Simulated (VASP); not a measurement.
# B24N23 (a cell with a defect) in VASP: a series of runs

B24N23 (a cell with a defect) is run at these levels: PBE; tasks: single point.

Program: VASP 6.6.1. These are calculated values, not measurements. Logs are shortened: lines on timing, memory, paths and dates and some standing lists are left out, and cuts for length are marked.

## Step 1: The cell of the first run

The cell holds a defect, 47 atoms: a = 6.118 Å, b = 6.118 Å, c = 8.750 Å, α = 109.49°, β = 109.49°, γ = 92.61°.

## Step 2: Single point, PBE, collinear spin

INCAR

```
PREC = Accurate ; ENCUT = 520
EDIFF = 1E-6 ; ISMEAR = 0
SIGMA = 0.05 ; LREAL = Auto
LASPH = True ; NELM = 200
ALGO = Normal ; ISIF = 2
LWAVE = False ; LCHARG = False
ISPIN = 2 ; MAGMOM = 0.17 0 0 0 0 0 0 0 0 0 0 0 0 0.2 0.06 0 0 0 0 0 0 0 0 0.2 0 0 0 0 0 0 0 0 0 0 0 0 0 0 0 0 0 0 0 0 0 0 0
LORBIT = 11 ; GGA = PE
NBANDS = 126 ; NELECT = 185.0
GGA_COMPAT = False ; KPAR = 2
NCORE = 2
```

KPOINTS

```
Automatic mesh
0
Gamma
  2 2 2
```

POSCAR

```
B24N23
1.0
   -3.8309090000      2.2117770000     -4.2268550000
    3.8309090000     -2.2117770000     -4.2268550000
   -3.8309090000     -6.6353300000      4.2268550000
B N
24 23
Direct
    0.6568395637      0.3263078435      0.0051063072
    0.1672044792      0.8345754243     -0.0009718009
    0.8326461615      0.0041170343      0.8338611941
    0.3367366561      0.4998028084      0.8332380580
    0.0013357020      0.6677845537      0.6655392761
    0.5012315145      0.1685602954      0.6684335964
    0.1663753198      0.3331867605      0.4992926190
    0.6664959562      0.8334311431      0.4996013688
    0.3323802544     -0.0012383576      0.3327755171
    0.8308576183      0.4985351976      0.3319052394
    0.4999597517      0.6650045219      0.1664838074
   -0.0033882498      0.1666954180      0.1646021283
    0.5837152721      0.9138958910     -0.0006978669
    0.0857418916      0.4237666564     -0.0027989030
    0.7591824003      0.5908294945      0.8305466277
    0.2493980452      0.0846415016      0.8332030566
    0.9172698944      0.2519185983      0.6666086843
    0.4185675772      0.7500698732      0.6662417206
    0.0829609838      0.9169131247      0.4984071980
    0.5835485744      0.4172535133      0.4999686757
    0.2481411531      0.5827708200      0.3316087337
    0.7503832571      0.0817895449      0.3323367031
    0.4130568006      0.2496435319      0.1667286622
    0.9159734659      0.7459829276      0.1622646233
    0.3530120689      0.0203602127     -0.0005229248
    0.0174937352      0.1932151844      0.8341724304
    0.5260836334      0.6855220595      0.8347173477
    0.1877004313      0.8542269688      0.6656739609
    0.6902676581      0.3563412090      0.6695599492
    0.3537694286      0.5204541402      0.4991138972
    0.8539370231      0.0205026783      0.4993495890
    0.5191073187      0.1855758576      0.3328700906
    0.0176534885      0.6838675896      0.3286025897
    0.6877984329      0.8478882927      0.1635898616
    0.1802781910      0.3562755373      0.1635873055
    0.7684644699      0.1028737572      0.0000690135
    0.2719763897      0.6053475157     -0.0007015427
    0.9391796487      0.7748393345      0.8314676004
    0.4375001728      0.2710979942      0.8342125990
    0.1052716895      0.4382664071      0.6663922227
    0.6042204266      0.9382403401      0.6665439835
    0.2706432224      0.1041684515      0.4998022917
    0.7708041231      0.6039388255      0.4996683707
    0.4365122596      0.7704681634      0.3328903179
    0.9360776276      0.2695386489      0.3325333108
    0.5987617205      0.4350933690      0.1687239953
    0.1023254063      0.9355577896      0.1648182780
```

Potentials or basis: VASP PAW PBE potentials, release 64 (B, N).

Command:

```console
> cat potpaw_PBE.64/B/POTCAR potpaw_PBE.64/N/POTCAR > POTCAR
> mpirun -np 4 vasp_std > vasp.out
```

OUTCAR:

```text
PREC = Accurate
   ENCUT = 520
   EDIFF = 1E-6
   ISMEAR = 0
   LREAL = Auto
   LASPH = True
   NELM = 200
   ISIF = 2
   ISPIN = 2
   LORBIT = 11
   GGA = PE
   NELECT = 185.0

 ion  position               nearest neighbor table
   1  0.657  0.326  0.005-  46 1.53  36 1.55  39 1.56
   2  0.167  0.835  0.999-  47 1.57  38 1.57  37 1.57  25 1.57
   3  0.833  0.004  0.834-  41 1.56  36 1.57  38 1.57  26 1.58
   4  0.337  0.500  0.833-  39 1.56  37 1.57  40 1.58  27 1.58
   5  0.001  0.668  0.666-  38 1.56  43 1.57  40 1.57  28 1.58
   6  0.501  0.169  0.668-  39 1.56  41 1.57  42 1.58  29 1.59
   7  0.166  0.333  0.499-  40 1.57  42 1.57  45 1.57  30 1.58
   8  0.666  0.833  0.500-  41 1.57  43 1.57  44 1.57  31 1.58
   9  0.332  0.999  0.333-  44 1.56  42 1.57  47 1.58  32 1.58
  10  0.831  0.499  0.332-  46 1.56  43 1.57  45 1.57  33 1.59
  11  0.500  0.665  0.166-  46 1.56  37 1.57  44 1.57  34 1.58
  12  0.997  0.167  0.165-  36 1.55  45 1.57  47 1.58  35 1.58
  13  0.584  0.914  0.999-  27 1.56  34 1.56  36 1.58  25 1.58
  14  0.086  0.424  0.997-  37 1.55  26 1.55  35 1.58
  15  0.759  0.591  0.831-  38 1.53  29 1.56  27 1.57
  16  0.249  0.085  0.833-  25 1.57  28 1.58  39 1.58  26 1.60
  17  0.917  0.252  0.667-  26 1.56  29 1.56  31 1.58  40 1.58
[... 28 lines left out ...]
  46  0.599  0.435  0.169-   1 1.53  11 1.56  10 1.56  23 1.56
  47  0.102  0.936  0.165-   2 1.57   9 1.58  24 1.58  12 1.58

  LATTYP: Found a face centered orthorhombic cell.
 ALAT       =     8.4537100000
 B/A-ratio  =     1.0465353114
 C/A-ratio  =     1.8126523958

  Lattice vectors:

 A1 = (   0.0000000000,  -8.8471070000,   0.0000000000)
 A2 = (  -3.8309090000,  -6.6353300000,  -4.2268550000)
 A3 = (   3.8309090000,  -2.2117770000,  -4.2268550000)

Analysis of symmetry for initial positions (statically):
=====================================================================
 Subroutine PRICEL returns:
 Original cell was already a primitive cell.

 Routine SETGRP: Setting up the symmetry group for a
 face centered orthorhombic supercell.

 Subroutine GETGRP returns: Found  1 space group operations
 (whereof  1 operations were pure point group operations)
 out of a pool of  8 trial point group operations.

The static configuration has the point symmetry C_1 .

Analysis of symmetry for dynamics (positions and initial velocities):
=====================================================================
 Subroutine PRICEL returns:
 Original cell was already a primitive cell.

[... 239 lines left out ...]
  ext. energy  EPLUGINS =         0.00000000
  ---------------------------------------------------
  free energy    TOTEN  =      -419.24836311 eV

  energy without entropy =     -419.24289357  energy(sigma->0) =     -419.24562834

 E-fermi :   6.6112     XC(G=0): -12.5951

 val. band max:        6.5795114973   @ k =   0.0000   0.0000   0.0000
 cond. band min:       6.6553314512   @ k =   0.0000  -0.0000   0.5000
 fundamental gap:      0.0758199539
 Fermi energy:         6.6111513450

 spin component 1

 k-point     1 :       0.0000    0.0000    0.0000
  band No.  band energies     occupation
      1     -12.9550      1.00000
      2     -11.3321      1.00000
      3     -11.1937      1.00000
      4     -10.2244      1.00000
      5     -10.1561      1.00000
      6     -10.0237      1.00000
[... 845 lines left out ...]
    103      15.5698      0.00000
    104      15.6050      0.00000
 Fermi energy:         6.6111513450

 spin component 2

 k-point     1 :       0.0000    0.0000    0.0000
  band No.  band energies     occupation
      1     -12.9550      1.00000
      2     -11.3321      1.00000
      3     -11.1937      1.00000
      4     -10.2244      1.00000
      5     -10.1561      1.00000
      6     -10.0237      1.00000
[... 845 lines left out ...]
    103      15.5699      0.00000
    104      15.6051      0.00000
 [bands above 104 left out]

------------------------ aborting loop because EDIFF is reached ----------------------------------------

  FORCE on cell =-STRESS in cart. coord.  units (eV):
  Direction    XX          YY          ZZ          XY          YZ          ZX
  --------------------------------------------------------------------------------------
  -------------------------------------------------------------------------------------
  Total      -28.3292371    -28.4969906    -25.0889133      0.4401319     -1.1279421     -0.7577743
  in kB     -158.4145255   -159.3525879   -140.2949283      2.4611779     -6.3073500     -4.2374053
  external PRESSURE =    -152.6873472 kB  Pullay stress =       0.0000000 kB

 VOLUME and BASIS-vectors are now :
 -----------------------------------------------------------------------------
  energy-cutoff  :      520.00
  volume of cell :      286.52
      direct lattice vectors                 reciprocal lattice vectors
    -3.830909000  2.211777000 -4.226855000    -0.130517326  0.000000000 -0.118291259
     3.830909000 -2.211777000 -4.226855000     0.065258656 -0.113031299 -0.118291259
    -3.830909000 -6.635330000  4.226855000    -0.065258671 -0.113031299  0.000000000

 POSITION                                       TOTAL-FORCE (eV/Angst)
 -----------------------------------------------------------------------------------
     -1.28580      0.69718     -4.13404         0.268917      0.779936      1.518237
     -1.27055     -8.10496     -0.01163        -0.024443     -0.120820     -0.491498
     -6.36847     -3.70042     -0.01227         0.201631      0.206615     -0.120653
     -2.56737     -5.88948     -0.01395         0.496410      0.104445     -0.059264
      0.00348     -5.89011     -0.01514         0.038213      0.292806     -0.257246
     -3.83514     -3.69948     -0.00574         0.138951      0.368502     -0.114363
[... 39 lines left out ...]
     -1.27336     -0.75754     -3.65678        -0.038066      0.744669     -1.408512
      2.56063     -2.93655     -3.69032         0.129568      0.502931      0.517071
 -----------------------------------------------------------------------------------
    total drift:                                0.002668      0.009932      0.003656

  FREE ENERGIE OF THE ION-ELECTRON SYSTEM (eV)
  ---------------------------------------------------
  free  energy   TOTEN  =      -419.2483631055 eV

  energy  without entropy=     -419.2428935681  energy(sigma->0) =     -419.24562834

 total charge

# of ion       s       p       d       tot
------------------------------------------
    1        0.676   1.193   0.000   1.869
    2        0.674   1.322   0.000   1.996
    3        0.669   1.325   0.000   1.994
    4        0.670   1.324   0.000   1.994
    5        0.671   1.331   0.000   2.002
    6        0.667   1.315   0.000   1.982
[... 39 lines left out ...]
   46        1.219   2.749   0.000   3.968
   47        1.215   2.714   0.000   3.929
--------------------------------------------------
tot         43.995  93.826   0.000 137.821

 magnetization (x)

# of ion       s       p       d       tot
------------------------------------------
    1        0.000   0.000   0.000   0.000
    2        0.000   0.000   0.000   0.000
    3        0.000   0.000   0.000   0.000
    4        0.000   0.000   0.000   0.000
    5        0.000   0.000   0.000   0.000
    6        0.000   0.000   0.000   0.000
[... 39 lines left out ...]
   46       -0.000  -0.000   0.000  -0.000
   47       -0.000  -0.000   0.000  -0.000
--------------------------------------------------
tot          0.000  -0.000   0.000  -0.000
```

It took 3.4 min on 4 MPI ranks of AMD EPYC 7R13 (Zen 3), shared host; peak memory 0.44 GiB.

What came out:

- Free energy: -419.2484 eV
- Largest force: 1.821 eV/Å
- Net moment: 0.00 μB per cell
- Valence electrons inside the program's atomic spheres: B 1.87, 2.00, 1.99, 1.98, 1.86, 1.96, 1.97, 1.85 (each value once); N 3.95, 3.94, 3.93, 3.96, 3.97 (each value once)

Forces on the atoms (eV/Å):
```
B    0.269  0.780  1.518
B   -0.024 -0.121 -0.491
B    0.202  0.207 -0.121
B    0.496  0.104 -0.059
B    0.038  0.293 -0.257
B    0.139  0.369 -0.114
B    0.093 -0.026 -0.299
B    0.111 -0.053 -0.300
B   -0.056 -0.148 -0.229
B   -0.376 -0.374 -0.184
B    0.262 -0.523 -0.122
B   -0.330 -0.247 -0.106
B    0.439 -0.280  0.263
B   -1.702  0.485  0.254
B    1.611  0.531  0.594
B   -0.238 -0.112  0.270
B   -0.079  0.380 -0.229
B    0.120  0.125 -0.193
B   -0.012 -0.023 -0.248
B    0.070  0.091 -0.257
B   -0.229 -0.079 -0.230
B   -0.087 -0.096 -0.183
B    0.012  0.354  0.430
B   -0.085 -1.687 -0.680
N   -0.015  0.020 -0.037
N    0.097 -0.156  0.085
N   -0.376  0.025 -0.059
N    0.095 -0.068  0.110
N   -0.235 -0.422  0.154
N    0.064 -0.070  0.228
N    0.092 -0.068  0.226
N    0.075 -0.108  0.058
N    0.213  0.324  0.308
N   -0.133  0.315  0.132
N    0.161  0.049 -0.003
N    0.415 -0.265 -1.020
N    0.452 -0.136  0.640
N   -0.667 -0.432  0.778
N   -0.592 -0.376 -0.853
N   -0.143 -0.111  0.181
N   -0.086 -0.114  0.170
N   -0.133 -0.001  0.193
N   -0.046  0.081  0.205
N   -0.045  0.184  0.191
N    0.071  0.135  0.180
N   -0.038  0.745 -1.409
N    0.130  0.503  0.517
```

Caveat: the k points lie up to 0.55 Å⁻¹ apart; the cell carries a net charge on a neutralising background, which shifts energy and pressure; the cell is charged against a uniform background, so pressure and absolute levels hang on convention.

[end of part 1 of 2]
